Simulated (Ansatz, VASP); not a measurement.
## One calculation of Ti3Ge8Mo, two programs

```xyz
12
Lattice="-5.0209 0.0001 -0.0001 2.5105 -4.4103 0.0002 0.0001 -0.0005 8.6418" Properties=species:S:1:pos:R:3 pbc="T T T"
Ti   -5.0212   -0.0003    8.6418
Ti   -1.2565   -2.2049    2.1534
Ti    1.2548   -2.2062    6.4890
Ge    0.0024    0.0009    5.7672
Ge   -2.5105    0.0008    1.4509
Ge   -5.0190   -0.0019    2.8745
Ge   -2.5106   -0.0005    7.1909
Ge   -1.2538   -2.2030    5.0817
Ge    1.2548   -2.2047    0.7259
Ge   -1.2556   -2.2054    7.9156
Ge    1.2567   -2.2080    3.5601
Mo   -2.5138   -0.0005    4.3212
```

Change from the starting cell: cell x1, atoms moved at random (sigma 0.1 Å) and cell strained at random (1.5 %), then relaxed without symmetry.

Alike in both runs: functional PBE; k mesh 6 × 6 × 4; occupations gaussian, width 0.2 eV; no spin polarisation.

Ansatz relaxed the structure, and its values are those at the end. VASP's run is a single point on that final structure, the one shown.

|  | VASP | Ansatz |
| --- | --- | --- |
| version | VASP 6.6.1 | Ansatz 0.2.0 |
| potentials or method | VASP PAW PBE potentials, release 64 (Ti_sv, Ge_d, Mo_sv), cutoff 520 eV | scalar-relativistic, plane waves, PAW |
| valence electrons in the cell | 162 | 162 |

Ansatz gave:

| Item | Value |
| --- | --- |
| gap on the k mesh at the Fermi level (eV) | none |
| pressure (GPa) | 0.1 |
| rms of the force components (eV/Å) | 0.004 |

Q: What did VASP give for the same quantities?

A: gap on the k mesh at the Fermi level (eV): none; pressure (GPa): 0.2; rms of the force components (eV/Å): 0.004.

A gap of «none» marks a metal or a gap that the smearing closes.
